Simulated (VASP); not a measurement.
Here is a VASP 6.6.1 calculation.

Contents of INCAR:

```
SYSTEM = Al3W
PREC = Accurate
ENCUT = 500
EDIFF = 1E-6
ISMEAR = 0
SIGMA = 0.1
LREAL = .FALSE.
LASPH = .TRUE.
NELM = 120
ALGO = Normal
ISIF = 2
LWAVE = .FALSE.
LCHARG = .FALSE.
GGA = PE
NBANDS = 20
GGA_COMPAT = .FALSE.
```

Contents of KPOINTS:

```
Automatic mesh
0
G
  4 4 4
  0 0 0
```

Contents of POSCAR:

```
Al3W
1.0
    0.0000000000      3.2855538400      3.2855538400
    3.2855538400      0.0000000000      3.2855538400
    3.2855538400      3.2855538400      0.0000000000
Al W
3 1
Direct
    0.5000000000      0.5000000000      0.5000000000
    0.2500000000      0.2500000000      0.2500000000
    0.7500000000      0.7500000000      0.7500000000
    0.0000000000      0.0000000000      0.0000000000
```

Potentials or basis: VASP PAW PBE potentials, release 64 (Al, W_sv).

Launch:

```console
$ cat potpaw_PBE.64/Al/POTCAR potpaw_PBE.64/W_sv/POTCAR > POTCAR
$ mpirun -np 1 vasp_std > vasp.out
```

**Question.** What does it give for the band gap on the k mesh?

**Answer.** Zero (an odd number of electrons rules out a gap without spin polarisation).

**Question.** What does it give for the pressure?

**Answer.** -13.4 GPa.

Caveat: the k points lie up to 0.41 Å⁻¹ apart, too coarse for converged energies and pressures of a metal; spin-orbit coupling is left out, which moves the levels of the heavy elements.
